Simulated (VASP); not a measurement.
Be7S, 8 atoms in the cell. The structure is hexagonal, space group P-6m2 (No. 187). The conventional cell has a = 4.700 Å, b = 4.700 Å, c = 3.680 Å, α = 90.00°, β = 90.00°, γ = 120.00°. Within 3.0 Å of Be (site symmetry mm2) lie 10 Be at 2.29 to 2.35 Å and 2 S at 2.35 Å. Be (site symmetry mm2) has 10 Be at 2.29 to 2.35 Å and 2 S at 2.29 Å within 3.0 Å. Within 3.0 Å of Be (site symmetry -6m2) lie 12 Be at 2.29 to 2.35 Å. Within 3.0 Å of S (site symmetry -6m2) lie 12 Be at 2.29 to 2.35 Å. 

```yaml
Program: VASP 6.6.1
Task: relaxation of cell and atoms
Functional: PBE
Potentials_or_basis: VASP PAW PBE potentials, release 64 (Be, S)
Cutoff: 600 eV
k_mesh: 4 × 4 × 4
Occupations: gaussian, width 0.2 eV
Spin: no spin polarisation
Dipole_correction: no
Further_INCAR_settings: ALGO = Normal; EDIFF = 1e-07; IBRION = 2; EDIFFG = -0.08; NSW = 36; ISIF = 3
```

Potentials or basis: VASP PAW PBE potentials, release 64 (Be, S).

Run with:

```sh
$ cat potpaw_PBE.64/Be/POTCAR potpaw_PBE.64/S/POTCAR > POTCAR
$ mpirun -np 1 vasp_std > vasp.out
```

Hardware: 1 thread of Intel Xeon 8259CL, on a shared host.

**Question.** How long does it take, and how much memory?

**Answer.** It took 99 s on 1 thread of Intel Xeon 8259CL (shared host), peak memory 0.21 GiB. Counts: scf iterations 58, k points 12, ion steps 6.
